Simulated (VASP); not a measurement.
Crystal: HfGe.

```
Hf Ge
1.0
     3.50084    0.00000    0.00000
     0.00000    3.50084    0.00000
     0.00000    0.00000    3.50084
Hf Ge
1 1
Direct
  0.00000 0.00000 0.00000
  0.50000 0.50000 0.50000
```

Base run:

```yaml
Program: VASP 6.6.1
Functional: RPBE
Potentials_or_basis: VASP PAW PBE potentials, release 64 (Hf_pv, Ge_d)
Cutoff: 520 eV
k_mesh: 8 × 8 × 8
Occupations: fermi-dirac, width 0.05 eV
Spin: no spin polarisation
```

Its results: band gap on the k mesh zero (band 12 reaches 7.14 eV, above the bottom of band 13 at 5.17 eV); pressure -9.4 GPa.

Question: After a change of settings the same cell gave: band gap on the k mesh zero (band 12 reaches 6.88 eV, above the bottom of band 13 at 4.88 eV); pressure -15.3 GPa. Which change was it?
A. functional from RPBE to LDA; potentials or basis from VASP PAW PBE potentials, release 64 (Hf_pv, Ge_d) to VASP PAW LDA potentials, release 64 (Hf_pv, Ge_d)
B. functional from RPBE to revPBE
C. functional from RPBE to PBEsol
D. functional from RPBE to PBE

Answer: C.

PBEsol binds more tightly than RPBE, so the same cell stands under less pressure.

Caveats: the PAW data sets were made with another functional, which shifts forces and pressure a little; spin-orbit coupling is left out, which moves the levels of the heavy elements.
